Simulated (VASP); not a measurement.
# BP (F-43m) in VASP: single point with LDA

Aim: the single point of BP with LDA.

Everything below comes from runs of VASP 6.6.1. Logs are shortened: lines on timing, memory, paths and dates and some standing lists are left out, and cuts for length are marked.

## (1) The cell of the first run

Symmetry: F-43m, No. 216, cubic system. Conventional cell: a = 4.500 Å, b = 4.500 Å, c = 4.500 Å, α = 90.00°, β = 90.00°, γ = 90.00°. B (site symmetry -43m) has 4 P at 1.95 Å within 2.6 Å. P (site symmetry -43m) has 4 B at 1.95 Å within 2.6 Å.

## (2) Single point, LDA

INCAR

```
SYSTEM = BP
PREC     = Accurate       ! precision mode
ENCUT    = 500            ! plane-wave cutoff, eV
EDIFF    = 1E-6           ! SCF threshold, eV
ISMEAR   = 0              ! smearing method
SIGMA    = 0.01           ! smearing width, eV
LREAL    = .False.        ! projectors in reciprocal space
LASPH    = .True.         ! aspherical terms in the spheres
NELM     = 120            ! most SCF steps
ALGO     = Normal         ! electronic algorithm
ISIF     = 2              ! what is computed and relaxed
LWAVE    = .False.        ! write WAVECAR
LCHARG   = .False.        ! write CHGCAR
NBANDS   = 11             ! bands
GGA_COMPAT= .False.
```

KPOINTS

```
Automatic mesh
0
Gamma
  4 4 4
  0 0 0
```

POSCAR

```
BP
1.0
    0.0000000000      2.2500033751      2.2500033751
    2.2500033751      0.0000000000      2.2500033751
    2.2500033751      2.2500033751      0.0000000000
B P
1 1
Direct
    0.0000000000      0.0000000000      0.0000000000
    0.2500000000      0.2500000000      0.2500000000
```

Potentials or basis: VASP PAW LDA potentials, release 64 (B, P).

Started as:

```bash
cat potpaw_LDA.64/B/POTCAR potpaw_LDA.64/P/POTCAR > POTCAR
mpirun -np 1 vasp_std > vasp.out
```

OUTCAR:

```text
SYSTEM = BP
   PREC = Accurate
   ENCUT = 500
   EDIFF = 1E-6
   ISMEAR = 0
   LREAL = .False.
   LASPH = .True.
   NELM = 120
   ISIF = 2

 ion  position               nearest neighbor table
   1  0.000  0.000  0.000-   2 1.95   2 1.95   2 1.95   2 1.95
   2  0.250  0.250  0.250-   1 1.95   1 1.95   1 1.95   1 1.95

  LATTYP: Found a face centered cubic cell.
 ALAT       =     4.5000067502

  Lattice vectors:

 A1 = (   0.0000000000,   2.2500033751,   2.2500033751)
 A2 = (   2.2500033751,   0.0000000000,   2.2500033751)
 A3 = (   2.2500033751,   2.2500033751,   0.0000000000)

Analysis of symmetry for initial positions (statically):
=====================================================================
 Subroutine PRICEL returns:
 Original cell was already a primitive cell.

 Routine SETGRP: Setting up the symmetry group for a
 face centered cubic supercell.

 Subroutine GETGRP returns: Found 24 space group operations
 (whereof 24 operations were pure point group operations)
 out of a pool of 48 trial point group operations.

The static configuration has the point symmetry T_d .

Analysis of symmetry for dynamics (positions and initial velocities):
=====================================================================
 Subroutine PRICEL returns:
 Original cell was already a primitive cell.

 Routine SETGRP: Setting up the symmetry group for a
 face centered cubic supercell.

 Subroutine GETGRP returns: Found 24 space group operations
 (whereof 24 operations were pure point group operations)
 out of a pool of 48 trial point group operations.

The dynamic configuration has the point symmetry T_d .

 Subroutine INISYM returns: Found 24 space group operations
 (whereof 24 operations are pure point group operations),
 and found     1 'primitive' translations

----------------------------------------------------------------------------------------

                                     Primitive cell

  volume of cell :      22.7814

  direct lattice vectors                    reciprocal lattice vectors
     0.000000000  2.250003375  2.250003375    -0.222221889  0.222221889  0.222221889
     2.250003375  0.000000000  2.250003375     0.222221889 -0.222221889  0.222221889
     2.250003375  2.250003375  0.000000000     0.222221889  0.222221889 -0.222221889

  length of vectors
     3.181985288  3.181985288  3.181985288     0.384899602  0.384899602  0.384899602

  position of ions in fractional coordinates (direct lattice)
     0.000000000  0.000000000  0.000000000
     0.250000000  0.250000000  0.250000000

  ion indices of the primitive-cell ions
   primitive index   ion index
[... 66 lines left out ...]
   TEBEG  =    0.0;   TEEND  =   0.0 temperature during run
   PSTRESS=    0.0 pullay stress
   NELECT =       8.0000    total number of electrons
   NUPDOWN=      -1.0000    fix difference up-down
   EMIN   =  10.00;   EMAX   =-10.00  energy-range for DOS
   EFERMI =   0.00;   METHOD = LEGACY
   ISMEAR =     0;   SIGMA  =   0.01  broadening in eV -4-tet -1-fermi 0-gaus
   EFERMI_NEDOS =   21; number of points for ismear=-14 and -15
   IALGO  =     38    algorithm
   IMIX   =      4    mixing-type and parameters
     AMIX     =   0.40;   BMIX     =  1.00
     AMIX_MAG =   1.60;   BMIX_MAG =  1.00
  volume/ion in A,a.u.               =      11.39        76.87
  Fermi-wavevector in a.u.,A,eV,Ry     =   1.154990  2.182615 18.150206  1.334003
  Thomas-Fermi vector in A             =   2.291622
   LORBIT       =      0    0 simple, 1 ext, 2 COOP (PROOUT), +10 PAW based schemes
   GGA     = CA    functional components
   LHFCALC =     F    Hartree Fock is set to
   AEXX    =    0.0000 exact exchange contribution
   IVDW    =     0    specifies the selected vdW correction
   LEPSILON=     F    determine dielectric tensor
   LRPA    =     F    only Hartree local field effects (RPA)
 non-spin polarized calculation
 Gauss-broadening in eV      SIGMA  =   0.01
  energy-cutoff  :      500.00
  volume of cell :       22.78
 maximum number of plane-waves:       604
   NGX = 11   NGY = 11   NGZ = 11

 number of electron       8.0000001 magnetization

 Free energy of the ion-electron system (eV)
  ---------------------------------------------------
  ext. energy  EPLUGINS =         0.00000000
  ---------------------------------------------------
  free energy    TOTEN  =       -14.22175701 eV

  energy without entropy =      -14.22175701  energy(sigma->0) =      -14.22175701

 E-fermi :   7.8104     XC(G=0): -11.1810

 val. band max:        7.7520295703   @ k =   0.0000   0.0000   0.0000
 cond. band min:       8.9762158465   @ k =   0.5000   0.5000   0.0000
 fundamental gap:      1.2241862762
 Fermi energy:         7.8103894787

 k-point     1 :       0.0000    0.0000    0.0000
  band No.  band energies     occupation
      1      -7.8805      2.00000
      2       7.7520      2.00000
      3       7.7520      2.00000
      4       7.7520      2.00000
      5      11.1500      0.00000
      6      11.1500      0.00000
      7      11.1500      0.00000
      8      15.5042      0.00000
      9      19.1529      0.00000
     10      19.9807      0.00000
     11      19.9807      0.00000
[... 85 lines left out ...]
 k-point     8 :      -0.2500    0.5000    0.2500
  band No.  band energies     occupation
      1      -2.6070      2.00000
      2      -0.2931      2.00000
      3       1.8938      2.00000
      4       2.0950      2.00000
      5      12.9776      0.00000
      6      14.4504      0.00000
      7      15.0685      0.00000
      8      15.3449      0.00000
      9      20.6617      0.00000
     10      24.0894      0.00000
     11      24.2994      0.00000

------------------------ aborting loop because EDIFF is reached ----------------------------------------

  FORCE on cell =-STRESS in cart. coord.  units (eV):
  Direction    XX          YY          ZZ          XY          YZ          ZX
  --------------------------------------------------------------------------------------
  -------------------------------------------------------------------------------------
  Total       -0.0145717     -0.0145717     -0.0145717      0.0000000      0.0000000     -0.0000000
  in kB       -1.0248060     -1.0248060     -1.0248060      0.0000000      0.0000000     -0.0000000
  external PRESSURE =      -1.0248060 kB  Pullay stress =       0.0000000 kB

 VOLUME and BASIS-vectors are now :
 -----------------------------------------------------------------------------
  energy-cutoff  :      500.00
  volume of cell :       22.78
      direct lattice vectors                 reciprocal lattice vectors
     0.000000000  2.250003375  2.250003375    -0.222221889  0.222221889  0.222221889
     2.250003375  0.000000000  2.250003375     0.222221889 -0.222221889  0.222221889
     2.250003375  2.250003375  0.000000000     0.222221889  0.222221889 -0.222221889

 POSITION                                       TOTAL-FORCE (eV/Angst)
 -----------------------------------------------------------------------------------
      0.00000      0.00000      0.00000         0.000000      0.000000      0.000000
      1.12500      1.12500      1.12500        -0.000000     -0.000000     -0.000000
 -----------------------------------------------------------------------------------
    total drift:                                0.000000      0.000000      0.000000

  FREE ENERGIE OF THE ION-ELECTRON SYSTEM (eV)
  ---------------------------------------------------
  free  energy   TOTEN  =       -14.2217570110 eV

  energy  without entropy=      -14.2217570110  energy(sigma->0) =      -14.22175701
```

stdout:

```text
POSCAR found type information on POSCAR B P
 POSCAR found :  2 types and       2 ions
 scaLAPACK will be used
 LDA part: xc-table for (Slater(with rela. corr.)+CA(PZ))
 , standard interpolation
 POSCAR, INCAR and KPOINTS ok, starting setup
 FFT: planning ... GRIDC
 FFT: planning ... GRID_SOFT
 FFT: planning ... GRID
 WAVECAR not read
 entering main loop
```

It took 1.5 s on 1 thread of Intel Xeon Platinum 8488C (Sapphire Rapids), shared host; peak memory 0.12 GiB.

Results:

```
Free energy            : -14.2218 eV
Pressure               : -0.1 GPa
Band gap on the k mesh : 1.22 eV, indirect (least direct gap 3.40 eV)
```

Levels at points of the mesh, in eV from the valence-band top:
| k point | band 1 | band 2 | band 3 | band 4 | band 5 | band 6 | band 7 | band 8 |
| --- | --- | --- | --- | --- | --- | --- | --- | --- |
| (0.00, 0.00, 0.00) | -15.63 | 0.00 | 0.00 | 0.00 | 3.40 | 3.40 | 3.40 | 7.75 |
| (0.50, 0.00, 0.00) | -12.20 | -9.21 | -1.78 | -1.78 | 3.92 | 4.67 | 4.67 | 9.98 |
| (0.50, 0.50, 0.00) | -10.66 | -8.63 | -4.21 | -4.21 | 1.22 | 1.50 | 12.23 | 12.23 |

Caveat: the k points lie up to 0.60 Å⁻¹ apart. A k mesh can miss the band edges.
